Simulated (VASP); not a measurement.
Write the native input for VASP 6.6.1 that does the following.

```yaml
Task: single point
Functional: PBEsol
Potentials_or_basis: VASP PAW PBE potentials, release 64 (Cs_sv, Pb_d, Cl)
Cutoff: 520 eV
k_mesh: 6 × 6 × 6
Occupations: gaussian, width 0.05 eV
Spin: no spin polarisation
Dipole_correction: no
Further_INCAR_settings: ALGO = Normal; EDIFF = 1e-07; NBANDS = 30
```

The structure of CsPbCl3 lies in POSCAR:

```
CsPbCl3
1.0
    5.6050000000      0.0000000000      0.0000000000
    0.0000000000      5.6050000000      0.0000000000
    0.0000000000      0.0000000000      5.8852500000
Cs Pb Cl
1 1 3
Direct
    0.0000000000      0.0000000000      0.0000000000
    0.5000000000      0.5000000000      0.5000000000
    0.0000000000      0.5000000000      0.5000000000
    0.5000000000      0.0000000000      0.5000000000
    0.5000000000      0.5000000000      0.0000000000
```

This cell differs from its parent crystal: strain +0.000 along x and y, +0.050 along z.

The input as run:

INCAR

```
SYSTEM = CsPbCl3
  PREC = Accurate
  ENCUT = 520
  EDIFF = 1E-7
  ISMEAR = 0
  SIGMA = 0.05
  LREAL = .FALSE.
  LASPH = .TRUE.
  NELM = 80
  ALGO = Normal
  ISIF = 2
  LWAVE = .FALSE.
  LCHARG = .FALSE.
  GGA = PS
  NBANDS = 30
```

KPOINTS

```
regular mesh
0
G
  6 6 6
  0 0 0
```

Potentials or basis: VASP PAW PBE potentials, release 64 (Cs_sv, Pb_d, Cl).

The run is started by

```bash
$ cat potpaw_PBE.64/Cs_sv/POTCAR potpaw_PBE.64/Pb_d/POTCAR potpaw_PBE.64/Cl/POTCAR > POTCAR
$ mpirun -np 1 vasp_std > vasp.out
```

Results of the run:

The pressure is -0.9 GPa. The band gap on the k mesh is 1.77 eV.

Caveat: the cell differs from its parent crystal (strain +0.000 along x and y, +0.050 along z); the PAW data sets were made with another functional, which shifts forces and pressure a little; spin-orbit coupling is left out, which moves the levels of the heavy elements.

It took 5.3 min on 1 thread of Intel Xeon 8259CL, with other jobs on the host, peak memory 0.4 GiB.
